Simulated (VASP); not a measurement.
Here is a VASP 6.6.1 calculation.

File INCAR:

```
SYSTEM = C
PREC = Accurate
ENCUT = 520
EDIFF = 1E-8
ISMEAR = -1
SIGMA = 0.15
LREAL = .False.
LASPH = .True.
NELM = 80
ALGO = Normal
ISIF = 2
LWAVE = .False.
LCHARG = .False.
GGA = PS
LEFG = .True.
NBANDS = 16
```

File KPOINTS:

```
regular mesh
0
Gamma
  18 18 6
  0 0 0
```

The input POSCAR:

```
C
1.0
    2.4589154306      0.0000000000      0.0000000000
   -1.2294577153      2.1294832287      0.0000000000
    0.0000000000      0.0000000000      7.2765550331
C
4
Direct
    0.0000000000      0.0000000000      0.0025000000
    0.0000000000      0.0000000000      0.5025000000
    0.3333333333      0.6666666667      0.0025000000
    0.6666666667      0.3333333333      0.5025000000
```

Potentials or basis: VASP PAW PBE potentials, release 64 (C).

Command:

```sh
$ cat potpaw_PBE.64/C/POTCAR > POTCAR
$ mpirun -np 1 vasp_std > vasp.out
```

Q: What does it give for the pressure?

A: 0.6 GPa.

Q: What does it give for the band gap on the k mesh?

A: Zero (band 8 reaches 3.97 eV, above the bottom of band 9 at 3.96 eV).

Stress tensor (GPa, compression positive):
```
 0.97  0.00  0.00
 0.00  0.97  0.00
 0.00  0.00 -0.07
```

Caveat: without QUAD_EFG the Cq values of the log hold for a quadrupole moment of 1 mb, not for the nuclei; the PAW data sets were made with another functional, which shifts forces and pressure a little; this functional lacks dispersion, which binds the layers, so the pressure and a relaxed spacing across them are unreliable.
